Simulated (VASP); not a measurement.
Li, 2 atoms in the cell. Symmetry: P6_3/mmc, No. 194, hexagonal system. Conventional cell: a = 3.065 Å, b = 3.065 Å, c = 4.965 Å, α = 90.00°, β = 90.00°, γ = 120.00°. Within 4.0 Å of Li (site symmetry -6m2) lie 12 Li at 3.05 to 3.06 Å. This isn't the form of Li at room conditions, which is bcc.

```yaml
Program: VASP 6.6.1
Task: single point
Functional: PBE
Potentials_or_basis: VASP PAW PBE potentials, release 64 (Li_sv)
Cutoff: 520 eV
k_mesh: 11 × 11 × 6
Occupations: fermi-dirac, width 0.05 eV
Spin: no spin polarisation
Dipole_correction: no
Further_INCAR_settings: ALGO = Normal; EDIFF = 1e-06; NBANDS = 10
```

Potentials or basis: VASP PAW PBE potentials, release 64 (Li_sv).

Run with:

```console
$ cat potpaw_PBE.64/Li_sv/POTCAR > POTCAR
$ mpirun -np 1 vasp_std > vasp.out
```

Hardware: 1 thread of Intel(R) Xeon(R) Platinum 8259CL CPU @ 2.50GHz (Skylake/Cascade Lake), on a shared host.

Problem. How long does it take, and how much memory?

Solution. Run time: 20 s on 1 thread of Intel(R) Xeon(R) Platinum 8259CL CPU @ 2.50GHz (Skylake/Cascade Lake), with other jobs on the host, peak memory 0.15 GiB. Counts: scf iterations 11, k points 64.
